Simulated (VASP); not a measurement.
A run of VASP 6.6.1:

Contents of INCAR:

```
PREC = Accurate
ENCUT = 520
EDIFF = 1E-7
ISMEAR = -1
SIGMA = 0.01
LREAL = F
LASPH = T
NELM = 60
ALGO = Normal
ISIF = 2
LWAVE = F
LCHARG = F
GGA = PS
NBANDS = 14
```

KPOINTS

```
Automatic mesh
0
Gamma
  5 5 6
```

POSCAR

```
Mg3Te
1.0
   -2.1393600000      2.1393600000      5.2824880000
    2.1393600000     -2.1393600000      5.2824880000
    2.1393600000      2.1393600000     -5.2824880000
Te Mg
1 3
Direct
    0.0041340000     -0.0009310000      0.0022340000
    0.2489900000      0.7589190000      0.5030360000
    0.7536050000      0.2463450000      0.4984110000
    0.4911550000      0.5146360000      0.0038850000
```

Potentials or basis: VASP PAW PBE potentials, release 64 (Te, Mg).

Command:

```sh
$ cat potpaw_PBE.64/Te/POTCAR potpaw_PBE.64/Mg/POTCAR > POTCAR
$ mpirun -np 1 vasp_std > vasp.out
```

Hardware: 1 thread of Intel Xeon 6975P-C (shared host).

Question: Estimate the wall time of this run.

Answer: Run time: 2.5 min on 1 thread of Intel Xeon 6975P-C, with other jobs on the host, peak memory 0.37 GiB. Counts: scf iterations 13, k points 76.
